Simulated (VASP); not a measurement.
CdS:

```
Cd S
1.0
     0.00000    2.91650    2.91650
     2.91650    0.00000    2.91650
     2.91650    2.91650    0.00000
Cd S
1 1
Direct
  0.00000 0.00000 0.00000
  0.75000 0.75000 0.75000
```

Program: VASP 6.6.1. Alike in all runs: task single point; potentials or basis VASP PAW PBE potentials, release 64 (Cd, S); no spin polarisation; cell as given; cutoff (eV) 520.

Problem. Order these runs on this cell by their band gap on the k mesh, lowest first.
A. level PBE-based screened hybrid with 30 % exact exchange; k mesh 4 × 4 × 4; smearing fermi-dirac 0.05 eV; share of exact exchange 0.3; screening parameter 0.2 1/Å
B. level PBE0; k mesh 6 × 6 × 6; smearing gaussian 0.01 eV; share of exact exchange 0.25
C. level PBE-based screened hybrid with 50 % exact exchange; k mesh 4 × 4 × 4; smearing fermi-dirac 0.05 eV; share of exact exchange 0.5; screening parameter 0.2 1/Å
D. level BHLYP; k mesh 5 × 5 × 5; smearing fermi-dirac 0.05 eV; share of exact exchange 0.5

Solution. A (2.43 eV), B (2.83 eV), C (3.35 eV), D (4.64 eV).

Caveats: some runs use coarse meshes.
